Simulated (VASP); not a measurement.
Input of a VASP 6.6.1 run:

INCAR

```
PREC = Accurate
ENCUT = 520
EDIFF = 1E-7
ISMEAR = 0
SIGMA = 0.05
LREAL = False
LASPH = True
NELM = 60
ALGO = Normal
ISIF = 2
LWAVE = False
LCHARG = False
GGA = PS
IVDW = 12
NBANDS = 31
```

Contents of KPOINTS:

```
Automatic mesh
0
Gamma
  8 11 3
```

Contents of POSCAR:

```
C
1.0
    0.0000000000      1.4191802056     -3.2829684911
   -2.4580922212      0.0000000000      0.0000000000
    2.0484101843     11.7171248453      3.0616004897
C
10
Direct
    0.3599060732      0.1894609962      0.7073531954
    0.7509686503      0.6453222962      0.0543867554
    0.9032030060      0.2813569712      0.2176283654
    0.0554373617      0.9173916462      0.3808699754
    0.2076717174      0.5534263212      0.5441115854
    0.8012657054      0.1907123788      0.1088548546
   -0.0464999389      0.8267470538      0.2720964645
    0.1057344169      0.4627817288      0.4353380745
    0.2579687726      1.0988164038      0.5985796845
    0.4102031283      0.7348510788      0.7618212945
```

Potentials or basis: VASP PAW PBE potentials, release 64 (C).

Command:

```bash
$ cat potpaw_PBE.64/C/POTCAR > POTCAR
$ mpirun -np 1 vasp_std > vasp.out
```

(1) Predict the largest force.

(2) What does it give for the dispersion energy per atom?

(3) Predict the pressure.

(4) Estimate the band gap on the k mesh.

Results:

(1) 2.545 eV/Å.

(2) -0.099 eV.

(3) -0.9 GPa.

(4) zero (bands 20 and 21 overlap by 0.05 eV).

Caveat: the cell differs from its parent crystal (the part above a cut slid along it); the PAW data sets were made with another functional, which shifts forces and pressure a little.
